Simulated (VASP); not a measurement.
# Cd2H (Fd-3m) in VASP: notebook, part 2 of 2

VASP 6.6.1.

## Step 4: Single point, PBE

This run uses another cell than the first one, of 22.43 Å³/atom, 1.240 times its volume.

The input, INCAR:

```
SYSTEM = Cd2H
PREC = Accurate ; ENCUT = 520
EDIFF = 1E-7 ; ISMEAR = 0
SIGMA = 0.1 ; LREAL = .False.
LASPH = .True. ; NELM = 100
ALGO = Normal ; ISIF = 2
LWAVE = .False. ; LCHARG = .False.
GGA = PE ; NBANDS = 34
```

The input, KPOINTS:

```
regular mesh
0
Gamma
  8 8 8
  0 0 0
```

The input, POSCAR:

```
Cd2H
1.0
    0.0000000000      4.0675702246      4.0675702246
    4.0675702246      0.0000000000      4.0675702246
    4.0675702246      4.0675702246      0.0000000000
Cd H
4 2
Direct
    0.1250000000      0.1250000000      0.1250000000
    0.6250000000      0.1250000000      0.1250000000
    0.1250000000      0.1250000000      0.6250000000
    0.1250000000      0.6250000000      0.1250000000
    0.5000000000      0.5000000000      0.5000000000
    0.7500000000      0.7500000000      0.7500000000
```

Potentials or basis: VASP PAW PBE potentials, release 64 (Cd, H).

Command:

```
$ cat potpaw_PBE.64/Cd/POTCAR potpaw_PBE.64/H/POTCAR > POTCAR
$ mpirun -np 1 vasp_std > vasp.out
```

OUTCAR:

```text
SYSTEM = Cd2H
   PREC = Accurate
   ENCUT = 520
   EDIFF = 1E-7
   ISMEAR = 0
   LREAL = .False.
   LASPH = .True.
   NELM = 100
   ISIF = 2
   GGA = PE

 ion  position               nearest neighbor table
   1  0.125  0.125  0.125-   2 2.88   3 2.88   4 2.88   3 2.88   4 2.88   2 2.88
   2  0.625  0.125  0.125-   1 2.88   3 2.88   4 2.88   1 2.88   3 2.88   4 2.88
   3  0.125  0.125  0.625-   1 2.88   1 2.88   2 2.88   4 2.88   4 2.88   2 2.88
   4  0.125  0.625  0.125-   1 2.88   3 2.88   1 2.88   2 2.88   3 2.88   2 2.88
   5  0.500  0.500  0.500-
   6  0.750  0.750  0.750-

  LATTYP: Found a face centered cubic cell.
 ALAT       =     8.1351404492

  Lattice vectors:

 A1 = (   0.0000000000,   4.0675702246,   4.0675702246)
 A2 = (   4.0675702246,   0.0000000000,   4.0675702246)
 A3 = (   4.0675702246,   4.0675702246,   0.0000000000)

Analysis of symmetry for initial positions (statically):
=====================================================================
 Subroutine PRICEL returns:
 Original cell was already a primitive cell.

 Routine SETGRP: Setting up the symmetry group for a
 face centered cubic supercell.

 Subroutine GETGRP returns: Found 48 space group operations
 (whereof 24 operations were pure point group operations)
 out of a pool of 48 trial point group operations.

The static configuration has the point symmetry T_d .
 The point group associated with its full space group is O_h .

Analysis of symmetry for dynamics (positions and initial velocities):
=====================================================================
 Subroutine PRICEL returns:
 Original cell was already a primitive cell.

 Routine SETGRP: Setting up the symmetry group for a
 face centered cubic supercell.

 Subroutine GETGRP returns: Found 48 space group operations
 (whereof 24 operations were pure point group operations)
 out of a pool of 48 trial point group operations.

The dynamic configuration has the point symmetry T_d .
 The point group associated with its full space group is O_h .

 Subroutine INISYM returns: Found 48 space group operations
 (whereof 24 operations are pure point group operations),
 and found     1 'primitive' translations

----------------------------------------------------------------------------------------

                                     Primitive cell

  volume of cell :     134.5969

  direct lattice vectors                    reciprocal lattice vectors
     0.000000000  4.067570225  4.067570225    -0.122923508  0.122923508  0.122923508
     4.067570225  0.000000000  4.067570225     0.122923508 -0.122923508  0.122923508
     4.067570225  4.067570225  0.000000000     0.122923508  0.122923508 -0.122923508

  length of vectors
     5.752412978  5.752412978  5.752412978     0.212909761  0.212909761  0.212909761

  position of ions in fractional coordinates (direct lattice)
     0.125000000  0.125000000  0.125000000
     0.625000000  0.125000000  0.125000000
     0.125000000  0.125000000  0.625000000
     0.125000000  0.625000000  0.125000000
     0.500000000  0.500000000  0.500000000
     0.750000000  0.750000000  0.750000000

  ion indices of the primitive-cell ions
   primitive index   ion index
                 1           1
                 2           2
                 3           3
[... 26 lines left out ...]
 ===========================================

 Found     29 irreducible k-points:

 Following reciprocal coordinates:
            Coordinates               Weight
  0.000000  0.000000  0.000000      1.000000
  0.125000  0.000000  0.000000      8.000000
  0.250000  0.000000  0.000000      8.000000
  0.375000  0.000000  0.000000      8.000000
  0.500000  0.000000  0.000000      4.000000
  0.125000  0.125000  0.000000      6.000000
[... 16 lines left out ...]
  0.500000  0.250000  0.125000     48.000000
 -0.375000  0.250000  0.125000     24.000000
 [... further k-points ...]
   k-points           NKPTS =     29   k-points in BZ     NKDIM =     29   number of bands    NBANDS=     34
   number of dos      NEDOS =    301   number of ions     NIONS =      6
   total plane-waves  NPLWV = 110592
   dimension x,y,z NGX =    48 NGY =   48 NGZ =   48
   dimension x,y,z NGXF=    96 NGYF=   96 NGZF=   96
   ions per type =               4   2
   NGX,Y,Z   is equivalent  to a cutoff of  13.87, 13.87, 13.87 a.u.
   NGXF,Y,Z  is equivalent  to a cutoff of  27.74, 27.74, 27.74 a.u.
 SYSTEM =  Cd2H
   PREC   = accura    normal or accurate (medium, high low for compatibility)
   ISTART =      0    job   : 0-new  1-cont  2-samecut
   ICHARG =      2    charge: 1-file 2-atom 10-const
   ISPIN  =      1    spin polarized calculation?
   LNONCOLLINEAR =      F non collinear calculations
   LSORBIT =      F    spin-orbit coupling
   LASPH  =      T    aspherical Exc in radial PAW
   ENCUT  =  520.0 eV  38.22 Ry    6.18 a.u.  10.70 10.70 10.70*2*pi/ulx,y,z
   NELM   =    100;   NELMIN=  2; NELMDL= -5     # of ELM steps
   EDIFF  = 0.1E-06   stopping-criterion for ELM
   LREAL  =      F    real-space projection
   EDIFFG = 0.1E-05   stopping-criterion for IOM
   NSW    =      0    number of steps for IOM
   IBRION =     -1    ionic relax: 0-MD 1-quasi-New 2-CG
   NFREE  =      0    steps in history (QN), initial steepest desc. (CG)
   ISIF   =      2    stress and relaxation
   ISYM   =      2    0-nonsym 1-usesym 2-fastsym
   POTIM  = 0.5000    time-step for ionic-motion
   TEBEG  =    0.0;   TEEND  =   0.0 temperature during run
   PSTRESS=    0.0 pullay stress
   NELECT =      50.0000    total number of electrons
   NUPDOWN=      -1.0000    fix difference up-down
   EMIN   =  10.00;   EMAX   =-10.00  energy-range for DOS
   EFERMI =   0.00;   METHOD = LEGACY
   ISMEAR =     0;   SIGMA  =   0.10  broadening in eV -4-tet -1-fermi 0-gaus
   EFERMI_NEDOS =   21; number of points for ismear=-14 and -15
   IALGO  =     38    algorithm
   IMIX   =      4    mixing-type and parameters
     AMIX     =   0.40;   BMIX     =  1.00
     AMIX_MAG =   1.60;   BMIX_MAG =  1.00
  volume/ion in A,a.u.               =      22.43       151.38
  Fermi-wavevector in a.u.,A,eV,Ry     =   1.176846  2.223917 18.843625  1.384967
  Thomas-Fermi vector in A             =   2.313203
   LORBIT       =      0    0 simple, 1 ext, 2 COOP (PROOUT), +10 PAW based schemes
   GGA     = PE    functional components
   LHFCALC =     F    Hartree Fock is set to
   AEXX    =    0.0000 exact exchange contribution
   IVDW    =     0    specifies the selected vdW correction
   LEPSILON=     F    determine dielectric tensor
   LRPA    =     F    only Hartree local field effects (RPA)
 non-spin polarized calculation
 Gauss-broadening in eV      SIGMA  =   0.10
  energy-cutoff  :      520.00
  volume of cell :      134.60
 maximum number of plane-waves:      3695
 NGX is ok and might be reduce to    48
   NGX = 21   NGY = 21   NGZ = 21

 number of electron      49.9999992 magnetization

 Free energy of the ion-electron system (eV)
  ---------------------------------------------------
  ext. energy  EPLUGINS =         0.00000000
  ---------------------------------------------------
  free energy    TOTEN  =        -4.82294539 eV

  energy without entropy =       -4.80691426  energy(sigma->0) =       -4.81492983

 E-fermi :   0.2405     XC(G=0):  -9.0492

 val. band max:        0.2351619981   @ k =   0.1250   0.1250   0.0000
 cond. band min:       0.2915134748   @ k =   0.5000   0.0000   0.0000
 fundamental gap:      0.0563514767
 Fermi energy:         0.2405370048

 k-point     1 :       0.0000    0.0000    0.0000
  band No.  band energies     occupation
      1     -10.2627      2.00000
      2      -9.5270      2.00000
      3      -9.5270      2.00000
      4      -9.5270      2.00000
      5      -9.3348      2.00000
      6      -9.3348      2.00000
[... 877 lines left out ...]
     33       7.5722      0.00000
     34       8.5667      0.00000

 [... further k-points ...]
[... 5 lines left out ...]
  --------------------------------------------------------------------------------------
  -------------------------------------------------------------------------------------
  Total        0.1957678      0.1957678      0.1957678     -0.0000000     -0.0000000      0.0000000
  in kB        2.3303265      2.3303265      2.3303265     -0.0000000     -0.0000000      0.0000000
  external PRESSURE =       2.3303265 kB  Pullay stress =       0.0000000 kB

 VOLUME and BASIS-vectors are now :
 -----------------------------------------------------------------------------
  energy-cutoff  :      520.00
  volume of cell :      134.60
      direct lattice vectors                 reciprocal lattice vectors
     0.000000000  4.067570225  4.067570225    -0.122923508  0.122923508  0.122923508
     4.067570225  0.000000000  4.067570225     0.122923508 -0.122923508  0.122923508
     4.067570225  4.067570225  0.000000000     0.122923508  0.122923508 -0.122923508

 POSITION                                       TOTAL-FORCE (eV/Angst)
 -----------------------------------------------------------------------------------
      1.01689      1.01689      1.01689        -0.000000      0.000000     -0.000000
      1.01689      3.05068      3.05068        -0.000000      0.000000     -0.000000
      3.05068      3.05068      1.01689        -0.000000      0.000000     -0.000000
      3.05068      1.01689      3.05068        -0.000000      0.000000     -0.000000
      4.06757      4.06757      4.06757         0.000000      0.000000      0.000000
      6.10136      6.10136      6.10136        -0.000000     -0.000000     -0.000000
 -----------------------------------------------------------------------------------
    total drift:                                0.000000      0.000000      0.000000

  FREE ENERGIE OF THE ION-ELECTRON SYSTEM (eV)
  ---------------------------------------------------
  free  energy   TOTEN  =        -4.8229453949 eV

  energy  without entropy=       -4.8069142557  energy(sigma->0) =       -4.81492983
```

OSZICAR:

```text
N       E                     dE             d eps       ncg     rms          rms(c)
DAV:   1     0.357494288662E+03    0.35749E+03   -0.25127E+04  1972   0.138E+03
DAV:   2     0.535046876524E+01   -0.35214E+03   -0.33900E+03  2068   0.366E+02
DAV:   3    -0.636657974534E+01   -0.11717E+02   -0.11648E+02  2270   0.731E+01
DAV:   4    -0.640988223562E+01   -0.43302E-01   -0.43279E-01  2100   0.416E+00
DAV:   5    -0.641007836268E+01   -0.19613E-03   -0.19612E-03  2194   0.246E-01    0.697E+00
DAV:   6    -0.482803159583E+01    0.15820E+01   -0.21895E+00  2142   0.968E+00    0.542E+00
DAV:   7    -0.482109029283E+01    0.69413E-02   -0.31803E-01  2042   0.200E+00    0.310E+00
DAV:   8    -0.482483682743E+01   -0.37465E-02   -0.26132E-02  2040   0.117E+00    0.371E-01
DAV:   9    -0.482258168275E+01    0.22551E-02   -0.80209E-03  2104   0.491E-01    0.119E-01
DAV:  10    -0.482289504944E+01   -0.31337E-03   -0.11377E-03  2038   0.156E-01    0.475E-02
DAV:  11    -0.482294248379E+01   -0.47434E-04   -0.13933E-04  2064   0.451E-02    0.171E-02
DAV:  12    -0.482295124033E+01   -0.87565E-05   -0.53625E-05  2104   0.230E-02    0.123E-02
DAV:  13    -0.482294545562E+01    0.57847E-05   -0.13122E-05  2076   0.988E-03    0.179E-03
DAV:  14    -0.482294549910E+01   -0.43473E-07   -0.14777E-06  1620   0.420E-03    0.130E-03
DAV:  15    -0.482294537640E+01    0.12269E-06   -0.20326E-07  1566   0.162E-03    0.408E-04
DAV:  16    -0.482294539490E+01   -0.18494E-07   -0.13049E-08  1030   0.392E-04
   1 F= -.48229454E+01 E0= -.48149298E+01  d E =-.160311E-01
```

Wall time 4.7 min (1 thread of Intel Xeon 6975P-C, shared host); peak memory 0.37 GiB.

Results:

- Free energy: -4.8229 eV
- Pressure: 0.2 GPa
- Band gap on the k mesh: zero (band 25 reaches 0.98 eV, above the bottom of band 26 at -1.06 eV)

## Step 5: The runs side by side

| cell | k mesh | gap on the mesh (eV) | pressure (GPa) |
| --- | --- | --- | --- |
| a = 5.354 Å, angles 60.0°, 6 atoms | 4 × 4 × 4 | none | 12.5 |
| a = 5.748 Å, angles 60.0°, 6 atoms | 4 × 4 × 4 | none | 0.4 |
| a = 5.752 Å, angles 60.0°, 6 atoms | 8 × 8 × 8 | none | 0.2 |

Alike in all rows: task single point; level PBE; potentials or basis VASP PAW PBE potentials, release 64 (Cd, H); no spin polarisation; cutoff (eV) 520; smearing gaussian 0.1 eV.

Total energies depend on the potentials used, so only differences within one code and one set of settings carry meaning.
